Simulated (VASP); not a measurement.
Write the native input for VASP 6.6.1 that does the following.

- Task: single point
- Functional: PBE
- Potentials or basis: VASP PAW PBE potentials, release 64 (Co, O)
- Cutoff: 520 eV
- k mesh: 12 × 12 × 12
- Occupations: gaussian, width 0.02 eV
- Spin: no spin polarisation
- Hubbard terms: Co d U = 3.32 eV
- Dipole correction: no
- Further INCAR settings: ALGO = Normal; EDIFF = 1e-06; NBANDS = 14

The structure of CoO lies in POSCAR:

```
CoO
1.0
    1.5054695445      0.8691832468      2.4399269062
   -1.5054695445      0.8691832468      2.4399269062
    0.0000000000     -1.7383664936      2.4399269062
Co O
1 1
Direct
    0.0000000000      0.0000000000      0.0000000000
    0.5000000000      0.5000000000      0.5000000000
```

These files were run (other wordings do the same):

INCAR

```
SYSTEM = CoO
PREC = Accurate
ENCUT = 520
EDIFF = 1E-6
ISMEAR = 0
SIGMA = 0.02
LREAL = .False.
LASPH = .True.
NELM = 150
ALGO = Normal
ISIF = 2
LWAVE = .False.
LCHARG = .False.
LMAXMIX = 4
LDAU = .True.
LDAUTYPE = 2
LDAUL = 2 -1
LDAUU = 3.32 0
LDAUJ = 0 0
LDAUPRINT = 1
GGA = PE
NBANDS = 14
```

KPOINTS

```
Automatic mesh
0
Gamma
  12 12 12
  0 0 0
```

Potentials or basis: VASP PAW PBE potentials, release 64 (Co, O).

The run is started by

```sh
$ cat potpaw_PBE.64/Co/POTCAR potpaw_PBE.64/O/POTCAR > POTCAR
$ mpirun -np 1 vasp_std > vasp.out
```

Results of the run:

```
Pressure               : -18.8 GPa
Band gap on the k mesh : zero (an odd number of electrons rules out a gap without spin polarisation)
```

Caveat: the cell stands under tension; an odd number of electrons without spin polarisation forces a metal; a magnetic or distorted state may lie lower; the run has no spin polarisation, though such a crystal can be magnetic; U without spin polarisation on a metal has little footing.

Wall time 93 s on 1 thread of Intel Xeon 8259CL (shared host), peak memory 0.18 GiB.
